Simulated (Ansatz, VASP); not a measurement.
Si2C: VASP beside Ansatz

```
CELL_PARAMETERS angstrom
0.00000 2.68152 2.68152
2.68152 0.00000 2.68152
2.68152 2.68152 0.00000
ATOMIC_POSITIONS crystal
Si 0.25000 0.25000 0.25000
Si 0.75000 0.75000 0.75000
C 0.50000 0.50000 0.50000
```

Alike in both runs: task single point; functional PBE; k mesh 6 × 6 × 6; occupations gaussian, width 0.1 eV; collinear spin.

```csv
,VASP,Ansatz
version,VASP 6.6.1,Ansatz 0.2.0
potentials or method,"VASP PAW PBE potentials, release 64 (Si, C), cutoff 520 eV","scalar-relativistic, plane waves, PAW"
valence electrons in the cell,12,12
```

|  | VASP | Ansatz | Ansatz less VASP |
| --- | --- | --- | --- |
| gap on the k mesh at the Fermi level (eV) | none | none | - |
| pressure (GPa) | 0.0 | 0.0 | -0.01 |
| net moment per atom (μB) | 0.00 | 0.00 | 0.000 |

A gap of «none» marks a metal or a gap that the smearing closes. Ansatz's warnings: seeded moment not kept.
